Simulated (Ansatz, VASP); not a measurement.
Two plane-wave programs on KF

```
CELL_PARAMETERS angstrom
3.27537 0.00000 0.00000
0.00000 3.27537 0.00000
0.00000 0.00000 3.22637
ATOMIC_POSITIONS crystal
K 0.00000 0.00000 0.00000
F 0.50000 0.50000 0.50000
```

Alike in both runs: task electric field gradients; functional PBEsol; k mesh 9 × 9 × 9; occupations fermi-dirac, width 0.02 eV; no spin polarisation.

```csv
,VASP,Ansatz
version,VASP 6.6.1,Ansatz 0.2.0
potentials or method,"VASP PAW PBE potentials, release 64 (K_sv, F)","PAW with Ansatz's default frozen-core files, scalar-relativistic"
plane-wave cutoff (eV),520,420
valence electrons in the cell,16,16
```

|  | VASP | Ansatz | Ansatz less VASP |
| --- | --- | --- | --- |
| gap on the k mesh at the Fermi level (eV) | 6.07 | 6.09 | +0.017 |
| pressure (GPa) | -2.5 | -2.5 | -0.01 |
| traceless stress, the component that is largest in VASP (GPa) | 0.84 | 0.84 | +0.001 |

VASP's potentials were made for PBE, not for PBEsol. The functional is the same, so the differences come from potentials, cutoffs and numerics.
